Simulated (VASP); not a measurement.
# N (P4_2/mnm) in VASP: notebook

The runs below take N through single point, with r2SCAN+D3(BJ).

Program: VASP 6.6.1. These are calculated values, not measurements. Logs are shortened: lines on timing, memory, paths and dates and some standing lists are left out, and cuts for length are marked.

**1. The cell of the first run**

Symmetry: P4_2/mnm, No. 136, tetragonal system. The conventional cell has a = 4.001 Å, b = 4.001 Å, c = 5.237 Å, α = 90.00°, β = 90.00°, γ = 90.00°. Within 1.5 Å of N (site symmetry m2m) lie 1 N at 1.08 Å.

**2. Single point, r2SCAN+D3(BJ)**

Contents of POSCAR:

```
N
1.0
    4.0006903729      0.0000000000      0.0000000000
    0.0000000000      4.0006903729      0.0000000000
    0.0000000000      0.0000000000      5.2367823581
N
4
Direct
    0.9042752000      0.9042752000      0.0000000000
    0.5957248000      0.4042752000      0.5000000000
    0.0957248000      0.0957248000      0.0000000000
    0.4042752000      0.5957248000      0.5000000000
```

Contents of INCAR.step1:

```
PREC     = Accurate       # precision mode
ENCUT    = 520            # plane-wave cutoff, eV
ISMEAR   = 0              # smearing method
SIGMA    = 0.01           # smearing width, eV
LREAL    = False          # projectors in reciprocal space
LASPH    = True           # aspherical terms in the spheres
NELM     = 80             # most SCF steps
NBANDS   = 18             # bands
GGA      = PE             # functional
ALGO     = Normal         # electronic algorithm
EDIFF    = 1E-4           # SCF threshold, eV
LWAVE    = True           # write WAVECAR
LCHARG   = False          # write CHGCAR
```

Contents of INCAR.step2:

```
PREC     = Accurate       # precision mode
ENCUT    = 520            # plane-wave cutoff, eV
EDIFF    = 1E-6           # SCF threshold, eV
ISMEAR   = 0              # smearing method
SIGMA    = 0.01           # smearing width, eV
LREAL    = False          # projectors in reciprocal space
LASPH    = True           # aspherical terms in the spheres
NELM     = 80             # most SCF steps
ALGO     = Normal         # electronic algorithm
ISIF     = 2              # what is computed and relaxed
LWAVE    = False          # write WAVECAR
LCHARG   = True           # write CHGCAR
METAGGA  = R2SCAN         # meta-GGA
LMIXTAU  = True         
IVDW     = 12             # dispersion correction
VDW_S6   = 1.0          
VDW_S8   = 0.78981345   
VDW_A1   = 0.49484001   
VDW_A2   = 5.73083694   
LELF     = True           # ELF
LVHAR    = True         
NBANDS   = 18             # bands
ISTART   = 1
```

Contents of KPOINTS:

```
regular mesh
0
Gamma
  4 4 3
```

Potentials or basis: VASP PAW PBE potentials, release 64 (N).

Command:

```
> cat potpaw_PBE.64/N/POTCAR > POTCAR
> cp INCAR.step1 INCAR
> mpirun -np 1 vasp_std > vasp.out
> cp INCAR.step2 INCAR
> mpirun -np 1 vasp_std > vasp.out
```

OUTCAR:

```text
PREC = Accurate
   ENCUT = 520
   EDIFF = 1E-6
   ISMEAR = 0
   LREAL = False
   LASPH = True
   NELM = 80
   ISIF = 2
   METAGGA = R2SCAN
   IVDW = 12
   ISTART = 1
 IVDW          = 12

 ion  position               nearest neighbor table
   1  0.904  0.904  0.000-   3 1.08
   2  0.596  0.404  0.500-   4 1.08
   3  0.096  0.096  0.000-   1 1.08
   4  0.404  0.596  0.500-   2 1.08

  LATTYP: Found a simple tetragonal cell.
 ALAT       =     4.0006903729
 C/A-ratio  =     1.3089696702

  Lattice vectors:

 A1 = (   4.0006903729,   0.0000000000,   0.0000000000)
 A2 = (   0.0000000000,   4.0006903729,   0.0000000000)
 A3 = (   0.0000000000,   0.0000000000,   5.2367823581)

Analysis of symmetry for initial positions (statically):
=====================================================================
 Subroutine PRICEL returns:
 Original cell was already a primitive cell.

 Routine SETGRP: Setting up the symmetry group for a
 simple tetragonal supercell.

 Subroutine GETGRP returns: Found 16 space group operations
 (whereof  8 operations were pure point group operations)
 out of a pool of 16 trial point group operations.

The static configuration has the point symmetry D_2h.
 The point group associated with its full space group is D_4h.

Analysis of symmetry for dynamics (positions and initial velocities):
=====================================================================
 Subroutine PRICEL returns:
 Original cell was already a primitive cell.

 Routine SETGRP: Setting up the symmetry group for a
 simple tetragonal supercell.

 Subroutine GETGRP returns: Found 16 space group operations
 (whereof  8 operations were pure point group operations)
 out of a pool of 16 trial point group operations.

The dynamic configuration has the point symmetry D_2h.
 The point group associated with its full space group is D_4h.

 Subroutine INISYM returns: Found 16 space group operations
 (whereof  8 operations are pure point group operations),
 and found     1 'primitive' translations

----------------------------------------------------------------------------------------

                                     Primitive cell

  volume of cell :      83.8174
[... 76 lines left out ...]
   LSORBIT =      F    spin-orbit coupling
   LASPH  =      T    aspherical Exc in radial PAW
   ENCUT  =  520.0 eV  38.22 Ry    6.18 a.u.   7.44  7.44  9.74*2*pi/ulx,y,z
   NELM   =     80;   NELMIN=  2; NELMDL=  0     # of ELM steps
   EDIFF  = 0.1E-05   stopping-criterion for ELM
   LREAL  =      F    real-space projection
   EDIFFG = 0.1E-04   stopping-criterion for IOM
   NSW    =      0    number of steps for IOM
   IBRION =     -1    ionic relax: 0-MD 1-quasi-New 2-CG
   NFREE  =      0    steps in history (QN), initial steepest desc. (CG)
   ISIF   =      2    stress and relaxation
   ISYM   =      2    0-nonsym 1-usesym 2-fastsym
   POTIM  = 0.5000    time-step for ionic-motion
   TEBEG  =    0.0;   TEEND  =   0.0 temperature during run
   PSTRESS=    0.0 pullay stress
   NELECT =      20.0000    total number of electrons
   NUPDOWN=      -1.0000    fix difference up-down
   EMIN   =  10.00;   EMAX   =-10.00  energy-range for DOS
   EFERMI =   0.00;   METHOD = LEGACY
   ISMEAR =     0;   SIGMA  =   0.01  broadening in eV -4-tet -1-fermi 0-gaus
   EFERMI_NEDOS =   21; number of points for ismear=-14 and -15
   IALGO  =     38    algorithm
   IMIX   =      4    mixing-type and parameters
     AMIX     =   0.40;   BMIX     =  1.00
     AMIX_MAG =   1.60;   BMIX_MAG =  1.00
  volume/ion in A,a.u.               =      20.95       141.41
  Fermi-wavevector in a.u.,A,eV,Ry     =   1.015407  1.918840 14.028297  1.031051
  Thomas-Fermi vector in A             =   2.148691
   LORBIT       =      0    0 simple, 1 ext, 2 COOP (PROOUT), +10 PAW based schemes
   METAGGA = R2SCAN    functional components
   LHFCALC =     F    Hartree Fock is set to
   AEXX    =    0.0000 exact exchange contribution
   IVDW    =    12    specifies the selected vdW correction
   LEPSILON=     F    determine dielectric tensor
   LRPA    =     F    only Hartree local field effects (RPA)
 non-spin polarized calculation
 Gauss-broadening in eV      SIGMA  =   0.01
  energy-cutoff  :      520.00
  volume of cell :       83.82
 maximum number of plane-waves:      2299
 NGX is ok and might be reduce to    30
   NGX = 15   NGY = 15   NGZ = 19

 number of electron      19.9999999 magnetization

 Free energy of the ion-electron system (eV)
  ---------------------------------------------------
  ext. energy  EPLUGINS =         0.00000000
  ---------------------------------------------------
  free energy    TOTEN  =       -36.39184079 eV

  energy without entropy =      -36.39184079  energy(sigma->0) =      -36.39184079

 E-fermi :  -6.5956     XC(G=0):  -6.9180

 val. band max:       -6.7409219567   @ k =   0.5000   0.5000   0.3333
 cond. band min:       0.9544315423   @ k =   0.0000   0.0000   0.0000
 fundamental gap:      7.6953534991
 Fermi energy:        -6.5955776786

 k-point     1 :       0.0000    0.0000    0.0000
  band No.  band energies     occupation
      1     -26.4345      2.00000
      2     -26.3597      2.00000
      3     -10.2382      2.00000
      4     -10.2382      2.00000
      5      -8.8915      2.00000
      6      -8.2437      2.00000
[... 229 lines left out ...]
      5      -8.6845      2.00000
      6      -8.6845      2.00000
[... 10 lines left out ...]
     17       9.1546      0.00000
     18       9.1546      0.00000

------------------------ aborting loop because EDIFF is reached ----------------------------------------

 Edisp (eV)   -0.12760

 E8    (eV) :    -0.0233

  FORCE on cell =-STRESS in cart. coord.  units (eV):
  Direction    XX          YY          ZZ          XY          YZ          ZX
  --------------------------------------------------------------------------------------
  -------------------------------------------------------------------------------------
  Total       4.24461     4.24461    -0.21241     0.00000     0.00000     0.00000
  in kB      81.13600    81.13600    -4.06017     0.00000     0.00000     0.00000
  external pressure =       52.74 kB  Pullay stress =        0.00 kB

 VOLUME and BASIS-vectors are now :
 -----------------------------------------------------------------------------
  energy-cutoff  :      520.00
  volume of cell :       83.82
      direct lattice vectors                 reciprocal lattice vectors
     4.000690373  0.000000000  0.000000000     0.249956859  0.000000000  0.000000000
     0.000000000  4.000690373  0.000000000     0.000000000  0.249956859  0.000000000
     0.000000000  0.000000000  5.236782358     0.000000000  0.000000000  0.190956952

 POSITION                                       TOTAL-FORCE (eV/Angst)
 -----------------------------------------------------------------------------------
      3.61773      3.61773      0.00000        -2.912629     -2.912629     -0.000000
      2.38331      1.61738      2.61839         2.912629     -2.912629      0.000000
      0.38297      0.38297      0.00000         2.912629      2.912629      0.000000
      1.61738      2.38331      2.61839        -2.912629      2.912629      0.000000
 -----------------------------------------------------------------------------------
    total drift:                               -0.000000     -0.000000      0.000000

  FREE ENERGIE OF THE ION-ELECTRON SYSTEM (eV)
  ---------------------------------------------------
  free  energy   TOTEN  =       -36.5194427051 eV

  energy  without entropy=      -36.5194427051  energy(sigma->0) =      -36.51944271
```

OUTCAR.step1:

```text
PREC = Accurate
   ENCUT = 520
   ISMEAR = 0
   LREAL = False
   LASPH = True
[... 468 lines left out ...]
      3.61773      3.61773      0.00000        -3.518639     -3.518639     -0.000000
      2.38331      1.61738      2.61839         3.518639     -3.518639     -0.000000
      0.38297      0.38297      0.00000         3.518639      3.518639      0.000000
      1.61738      2.38331      2.61839        -3.518639      3.518639      0.000000
 -----------------------------------------------------------------------------------
    total drift:                                0.000000     -0.000000      0.000000

  FREE ENERGIE OF THE ION-ELECTRON SYSTEM (eV)
  ---------------------------------------------------
  free  energy   TOTEN  =       -33.1576980353 eV

  energy  without entropy=      -33.1576980353  energy(sigma->0) =      -33.15769804
```

Wall time 36 s (1 thread of Intel Xeon 6975P-C (Granite Rapids), shared host); peak memory 0.19 GiB.

What came out:

```yaml
Free_energy: -36.5194 eV
Pressure: 5.3 GPa
Largest_force: 4.119 eV/Å
Band_gap_on_the_k_mesh: 7.70 eV, indirect (least direct gap 7.91 eV)
Dispersion_energy_per_atom: -0.032 eV
```

Forces on the atoms (eV/Å):
```
N   -2.913 -2.913  0.000
N    2.913 -2.913  0.000
N    2.913  2.913  0.000
N   -2.913  2.913  0.000
```

Caveat: the standard files for N, O and F lose accuracy on very short bonds; three body term missing; the PAW data sets were made with another functional, which shifts forces and pressure a little. r2SCAN opens gaps a little over a GGA but as a rule still falls short of measured ones.

**3. Single point, r2SCAN+D3(BJ)**

This run uses another cell than the first one, of 21.40 Å³/atom, 1.021 times its volume.

Contents of POSCAR:

```
N
1.0
    4.0288651771      0.0000000000      0.0000000000
    0.0000000000      4.0288651771      0.0000000000
    0.0000000000      0.0000000000      5.2736623222
N
4
Direct
    0.9042752000      0.9042752000      0.0000000000
    0.5957248000      0.4042752000      0.5000000000
    0.0957248000      0.0957248000      0.0000000000
    0.4042752000      0.5957248000      0.5000000000
```

Contents of INCAR.step1:

```
PREC = Accurate
ENCUT = 520
ISMEAR = 0
SIGMA = 0.01
LREAL = False
LASPH = True
NELM = 60
NBANDS = 18
GGA = PE
ALGO = Normal
EDIFF = 1E-4
LWAVE = True
LCHARG = False
```

Contents of INCAR.step2:

```
PREC = Accurate
ENCUT = 520
EDIFF = 1E-7
ISMEAR = 0
SIGMA = 0.01
LREAL = False
LASPH = True
NELM = 60
ALGO = Normal
ISIF = 2
LWAVE = False
LCHARG = False
METAGGA = R2SCAN
LMIXTAU = True
IVDW = 12
VDW_S6 = 1.0
VDW_S8 = 0.78981345
VDW_A1 = 0.49484001
VDW_A2 = 5.73083694
NBANDS = 18
ISTART = 1
```

Contents of KPOINTS:

```
Automatic mesh
0
Gamma
  4 4 3
```

Potentials or basis: VASP PAW PBE potentials, release 64 (N).

Command:

```
> cat potpaw_PBE.64/N/POTCAR > POTCAR
> cp INCAR.step1 INCAR
> mpirun -np 1 vasp_std > vasp.out
> cp INCAR.step2 INCAR
> mpirun -np 1 vasp_std > vasp.out
```

It took 35 s on 1 thread of Intel Xeon 6975P-C (Granite Rapids), shared host; peak memory 0.18 GiB.

It converged, with:

* Free energy: -36.5711 eV
* Pressure: 3.3 GPa
* Largest force: 2.710 eV/Å
* Band gap on the k mesh: 7.65 eV, indirect (least direct gap 7.86 eV)
* Dispersion energy per atom: -0.031 eV

Forces on the atoms (eV/Å):
```
N   -1.916 -1.916  0.000
N    1.916 -1.916  0.000
N    1.916  1.916  0.000
N   -1.916  1.916  0.000
```

Stress tensor (GPa, compression positive):
```
 5.09  0.00  0.00
 0.00  5.09  0.00
 0.00  0.00 -0.43
```

Levels at points of the mesh, in eV from the valence-band top:
```tsv
k point	band 7	band 8	band 9	band 10	band 11	band 12	band 13	band 14
(0.00, 0.00, 0.00)	-1.44	-1.33	-1.05	-0.21	7.65	8.64	9.04	9.04
(0.50, 0.00, 0.00)	-1.66	-1.66	-0.24	-0.24	8.81	8.81	8.81	8.81
(0.50, 0.50, 0.00)	-1.61	-1.61	-0.03	-0.03	8.54	8.54	9.67	9.67
```

Caveat: the standard files for N, O and F lose accuracy on very short bonds; three body term missing; the PAW data sets were made with another functional, which shifts forces and pressure a little. A k mesh can miss the band edges.
